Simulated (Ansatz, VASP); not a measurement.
ReS in VASP and in Ansatz

```xyz
2
Lattice="0.0000 2.4842 2.4842 2.4842 0.0000 2.4842 2.4842 2.4842 0.0000" Properties=species:S:1:pos:R:3 pbc="T T T"
Re    0.0000    0.0000    0.0000
S     2.4842    2.4842    2.4842
```

Alike in both runs: task relaxation of cell and atoms; functional r2SCAN; k mesh 14 × 14 × 14; occupations gaussian, width 0.1 eV; collinear spin.

```csv
,VASP,Ansatz
version,VASP 6.6.1,Ansatz 0.2.0
potentials or method,"VASP PAW PBE potentials, release 64 (Re, S), cutoff 600 eV","scalar-relativistic, plane waves, PAW"
valence electrons in the cell,13,21
```

Ansatz gave:

```
gap on the k mesh at the Fermi level, each at its own relaxed structure (eV) : none
net moment per atom (μB)                                                     : 0.99
size of the moment on the site where the two differ most (μB)                : 1.47
relaxed volume (Å³/atom)                                                     : 15.33
relaxed cell length with the largest relative difference (Å)                 : 3.513
```

Which values does VASP return?

gap on the k mesh at the Fermi level, each at its own relaxed structure (eV): none; net moment per atom (μB): 1.00; size of the moment on the site where the two differ most (μB): 1.96; relaxed volume (Å³/atom): 15.42; relaxed cell length with the largest relative difference (Å): 3.520.

VASP's potentials were made for PBE, not for r2SCAN. Site moments also hang on the region over which each program counts them. A gap of «none» marks a metal or a gap that the smearing closes. VASP's potentials hold 13 valence electrons a cell and Ansatz's 21, so a difference there can come from the potentials and not from the codes.

Neither program's run includes spin-orbit coupling.
